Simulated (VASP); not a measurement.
# WS2 (P-6m2) in VASP: notebook, part 2 of 2

VASP 6.6.1.

### 3 Single point, PBE+D3(BJ)

File INCAR:

```
  PREC = Accurate
  ENCUT = 520
  EDIFF = 1E-6
  ISMEAR = 0
  SIGMA = 0.02
  LREAL = F
  LASPH = T
  NELM = 80
  ALGO = Normal
  ISIF = 2
  LWAVE = F
  LCHARG = F
  GGA = PE
  IVDW = 12
  NBANDS = 20
```

File KPOINTS:

```
Automatic mesh
0
Gamma
  12 12 4
```

File POSCAR:

```
WS2
1.0
    3.1189094054      0.0000000000      0.0000000000
   -1.5594547027      2.7010547772      0.0000000000
    0.0000000000      0.0000000000      6.3743264276
W S
1 2
Direct
    0.3333333333      0.6666666667      0.0000000000
    0.6666666667      0.3333333333      0.7522689663
    0.6666666667      0.3333333333      0.2477310337
```

Potentials or basis: VASP PAW PBE potentials, release 64 (W_sv, S).

The run is started by

```sh
$ cat potpaw_PBE.64/W_sv/POTCAR potpaw_PBE.64/S/POTCAR > POTCAR
$ mpirun -np 1 vasp_std > vasp.out
```

OUTCAR:

```text
PREC = Accurate
   ENCUT = 520
   EDIFF = 1E-6
   ISMEAR = 0
   LREAL = F
   LASPH = T
   NELM = 80
   ISIF = 2
   GGA = PE
   IVDW = 12
 IVDW          = 12

 ion  position               nearest neighbor table
   1  0.333  0.667  0.000-   2 2.40   3 2.40   2 2.40   3 2.40   2 2.40   3 2.40
   2  0.667  0.333  0.752-   1 2.40   1 2.40   1 2.40
   3  0.667  0.333  0.248-   1 2.40   1 2.40   1 2.40

  LATTYP: Found a hexagonal cell.
 ALAT       =     3.1189094054
 C/A-ratio  =     2.0437677403

  Lattice vectors:

 A1 = (   3.1189094054,   0.0000000000,   0.0000000000)
 A2 = (  -1.5594547027,   2.7010547772,   0.0000000000)
 A3 = (   0.0000000000,   0.0000000000,   6.3743264276)

Analysis of symmetry for initial positions (statically):
=====================================================================
 Subroutine PRICEL returns:
 Original cell was already a primitive cell.

 Routine SETGRP: Setting up the symmetry group for a
 hexagonal supercell.

 Subroutine GETGRP returns: Found 12 space group operations
 (whereof 12 operations were pure point group operations)
[... 164 lines left out ...]

  energy without entropy =      -23.49622165  energy(sigma->0) =      -23.49622165

 E-fermi :   7.5872     XC(G=0): -10.8007

 val. band max:        7.2893798167   @ k =   0.0000   0.0000   0.5000
 cond. band min:       8.3197535409   @ k =   0.1667   0.1667   0.0000
 fundamental gap:      1.0303737243
 Fermi energy:         7.5871668634

 k-point     1 :       0.0000    0.0000    0.0000
  band No.  band energies     occupation
      1     -67.1744      2.00000
      2     -31.4703      2.00000
      3     -31.2412      2.00000
      4     -31.2412      2.00000
      5      -8.3365      2.00000
      6      -6.4307      2.00000
[... 541 lines left out ...]
     19      14.5625      0.00000
     20      15.7893      0.00000

 [... further k-points ...]

------------------------ aborting loop because EDIFF is reached ----------------------------------------

 Edisp (eV)   -1.26577

 E8    (eV) :    -0.5313

  FORCE on cell =-STRESS in cart. coord.  units (eV):
  Direction    XX          YY          ZZ          XY          YZ          ZX
  --------------------------------------------------------------------------------------
  -------------------------------------------------------------------------------------
  Total       1.33795     1.33795     1.34121     0.00000    -0.00000     0.00000
  in kB      39.91894    39.91894    40.01619     0.00000    -0.00000     0.00000
  external pressure =       39.95 kB  Pullay stress =        0.00 kB

 VOLUME and BASIS-vectors are now :
 -----------------------------------------------------------------------------
  energy-cutoff  :      520.00
  volume of cell :       53.70
      direct lattice vectors                 reciprocal lattice vectors
     3.118909405  0.000000000  0.000000000     0.320624895  0.185112869  0.000000000
    -1.559454703  2.701054777  0.000000000     0.000000000  0.370225739  0.000000000
     0.000000000  0.000000000  6.374326428     0.000000000  0.000000000  0.156879321

 POSITION                                       TOTAL-FORCE (eV/Angst)
 -----------------------------------------------------------------------------------
     -0.00000      1.80070      0.00000         0.000000      0.000000      0.000000
      1.55945      0.90035      4.79521        -0.000000     -0.000000     -0.001759
      1.55945      0.90035      1.57912        -0.000000      0.000000      0.001759
 -----------------------------------------------------------------------------------
    total drift:                               -0.000000      0.000000     -0.000000

  FREE ENERGIE OF THE ION-ELECTRON SYSTEM (eV)
  ---------------------------------------------------
  free  energy   TOTEN  =       -24.7619912206 eV

  energy  without entropy=      -24.7619912206  energy(sigma->0) =      -24.76199122
```

Wall time 57 s (1 thread of Intel Xeon 8259CL, shared host); peak memory 0.21 GiB.

What came out:

| Quantity | Value |
| --- | --- |
| Free energy | -24.7620 eV |
| Pressure | 4.0 GPa |
| Band gap on the k mesh | 1.03 eV (least direct gap 2.01 eV) |
| Dispersion energy per atom | -0.422 eV |

Caveat: the cell stands under pressure; spin-orbit coupling is left out, which moves the levels of the heavy elements. A k mesh can miss the band edges.

### 4 Single point, PBE+D3(BJ)

This run uses another cell than the first one, of 13.87 Å³/atom.

File INCAR:

```
  ALGO = Normal
  EDIFF = 1E-6
  ENCUT = 520
  GGA = PE
  ISIF = 2
  ISMEAR = 0
  IVDW = 12
  LASPH = T
  LCHARG = F
  LREAL = F
  LWAVE = F
  NBANDS = 20
  NELM = 60
  PREC = Accurate
  SIGMA = 0.02
```

File KPOINTS:

```
k-points
0
Gamma
  12 12 6
```

File POSCAR:

```
WS2
1.0
    2.8828765315      0.0000000000      0.0000000000
   -1.4414382657      2.4966443122      0.0000000000
    0.0000000000      0.0000000000      5.7794902462
W S
1 2
Direct
    0.3333333333      0.6666666667      0.0000000000
    0.6666666667      0.3333333333      0.7233285265
    0.6666666667      0.3333333333      0.2766714735
```

The run is started by

```sh
$ cat potpaw_PBE.64/W_sv/POTCAR potpaw_PBE.64/S/POTCAR > POTCAR
$ mpirun -np 1 vasp_std > vasp.out
```

Run time: 66 s. Hardware: 1 thread of Intel Xeon 8259CL, shared host; peak memory 0.22 GiB.

The run converged. Its results:

| Property | Result |
| --- | --- |
| Free energy | -23.1187 eV |
| Pressure | 50.1 GPa |
| Largest force | 0.007 eV/Å |
| Dispersion energy per atom | -0.554 eV |

Forces in eV/Å, atoms in the order of the input:
```
W    0.000  0.000  0.000
S    0.000  0.000  0.007
S    0.000  0.000 -0.007
```

Levels at points of the mesh, in eV from the Fermi level:
```csv
k point,band 11,band 12,band 13,band 14,band 15,band 16
"(0.00, 0.00, 0.00)",-1.71,-1.71,-1.40,2.56,2.56,3.19
"(0.50, 0.00, 0.00)",-3.03,-2.02,-1.80,1.55,3.68,4.32
"(0.00, 0.00, 0.50)",-1.87,-1.87,0.00,2.67,2.67,3.32
"(0.50, 0.00, 0.50)",-4.40,-1.20,-0.72,2.32,3.76,3.79
```

Caveat: the cell stands under pressure; spin-orbit coupling is left out, which moves the levels of the heavy elements.

### 5 Single point, PBE+D3(BJ)

This run uses another cell than the first one, of 15.37 Å³/atom.

File INCAR:

```
ALGO = Normal ; EDIFF = 1E-7
ENCUT = 520 ; GGA = PE
ISIF = 2 ; ISMEAR = 0
IVDW = 12 ; LASPH = True
LCHARG = False ; LREAL = False
LWAVE = False ; NBANDS = 20
NELM = 60 ; PREC = Accurate
SIGMA = 0.02
```

KPOINTS is that of step 4.

File POSCAR:

```
WS2
1.0
    2.9878439185      0.0000000000      0.0000000000
   -1.4939219593      2.5875487360      0.0000000000
    0.0000000000      0.0000000000      5.9660759753
W S
1 2
Direct
    0.3333333333      0.6666666667      0.0000000000
    0.6666666667      0.3333333333      0.7333584473
    0.6666666667      0.3333333333      0.2666415527
```

The run is started by

```sh
$ cat potpaw_PBE.64/W_sv/POTCAR potpaw_PBE.64/S/POTCAR > POTCAR
$ mpirun -np 1 vasp_std > vasp.out
```

Wall time 71 s (1 thread of Intel Xeon 8259CL, shared host); peak memory 0.22 GiB.

The run converged. Its results:

```yaml
Free_energy: -24.1532 eV
Pressure: 25.0 GPa
Largest_force: 0.004 eV/Å
Band_gap_on_the_k_mesh: 0.44 eV (least direct gap 1.53 eV)
Dispersion_energy_per_atom: -0.496 eV
```

Forces in eV/Å, atoms in the order of the input:
```
W    0.000  0.000  0.000
S    0.000  0.000 -0.004
S    0.000  0.000  0.004
```

Levels at points of the mesh, in eV from the valence-band top:
```tsv
k point	band 10	band 11	band 12	band 13	band 14	band 15	band 16	band 17
(0.00, 0.00, 0.00)	-2.38	-1.93	-1.93	-1.51	2.47	2.47	2.83	2.83
(0.50, 0.00, 0.00)	-4.14	-2.55	-2.10	-1.83	2.04	3.08	4.21	4.83
(0.00, 0.00, 0.50)	-3.40	-2.04	-2.04	0.00	2.49	2.49	2.96	2.96
(0.50, 0.00, 0.50)	-4.80	-4.28	-1.45	-1.04	2.64	3.14	3.51	3.94
```

Caveat: the cell stands under pressure; spin-orbit coupling is left out, which moves the levels of the heavy elements. A k mesh can miss the band edges.

### 6 Single point, PBE+D3(BJ)

This run uses another cell than the first one, of 15.37 Å³/atom.

File INCAR:

```
SYSTEM = WS2
  PREC = Accurate
  ENCUT = 520
  EDIFF = 1E-6
  ISMEAR = 0
  SIGMA = 0.02
  LREAL = .FALSE.
  LASPH = .TRUE.
  NELM = 60
  ALGO = Normal
  ISIF = 2
  LWAVE = .FALSE.
  LCHARG = .FALSE.
  GGA = PE
  IVDW = 12
  NBANDS = 20
```

File KPOINTS:

```
regular mesh
0
G
  12 12 6
  0 0 0
```

POSCAR is that of step 5.

Potentials or basis: VASP PAW PBE potentials, release 64 (W_sv, S).

The run is started by

```sh
$ cat potpaw_PBE.64/W_sv/POTCAR potpaw_PBE.64/S/POTCAR > POTCAR
$ mpirun -np 1 vasp_std > vasp.out
```

Wall time 77 s (1 thread of Intel Xeon 8259CL, shared host); peak memory 0.22 GiB.

It converged, with:

```yaml
Free_energy: -24.1532 eV
Pressure: 25.0 GPa
Largest_force: 0.003 eV/Å
Band_gap_on_the_k_mesh: 0.44 eV (least direct gap 1.53 eV)
Dispersion_energy_per_atom: -0.496 eV
```

Forces on the atoms (eV/Å):
```
W    0.000  0.000  0.000
S    0.000  0.000 -0.003
S    0.000  0.000  0.003
```

Levels at points of the mesh, in eV from the valence-band top:
```csv
k point,band 10,band 11,band 12,band 13,band 14,band 15,band 16,band 17
"(0.00, 0.00, 0.00)",-2.38,-1.93,-1.93,-1.51,2.47,2.47,2.83,2.83
"(0.50, 0.00, 0.00)",-4.14,-2.55,-2.10,-1.83,2.04,3.08,4.21,4.83
"(0.00, 0.00, 0.50)",-3.40,-2.04,-2.04,0.00,2.49,2.49,2.96,2.96
"(0.50, 0.00, 0.50)",-4.80,-4.28,-1.45,-1.04,2.64,3.14,3.51,3.94
```

Caveat: the cell stands under pressure; spin-orbit coupling is left out, which moves the levels of the heavy elements.

### 7 Overview

```tsv
cell	k mesh	gap on the mesh (eV)	pressure (GPa)
a = 3.119, b = 3.119, c = 6.374 Å, angles 90.0, 90.0, 120.0°, 3 atoms, atomic positions A	12 × 12 × 4	1.03	4.0
a = 2.883, b = 2.883, c = 5.779 Å, angles 90.0, 90.0, 120.0°, 3 atoms, atomic positions B	12 × 12 × 6	-	50.1
a = 2.988, b = 2.988, c = 5.966 Å, angles 90.0, 90.0, 120.0°, 3 atoms, atomic positions C	12 × 12 × 6	0.44	25.0
```

Alike in all rows: task single point; level PBE+D3(BJ); potentials or basis VASP PAW PBE potentials, release 64 (W_sv, S); no spin polarisation; cutoff (eV) 520; smearing gaussian 0.02 eV.

Caveats: the cell stands under pressure; spin-orbit coupling is left out, which moves the levels of the heavy elements.

Total energies depend on the potentials used, so only differences within one code and one set of settings carry meaning.
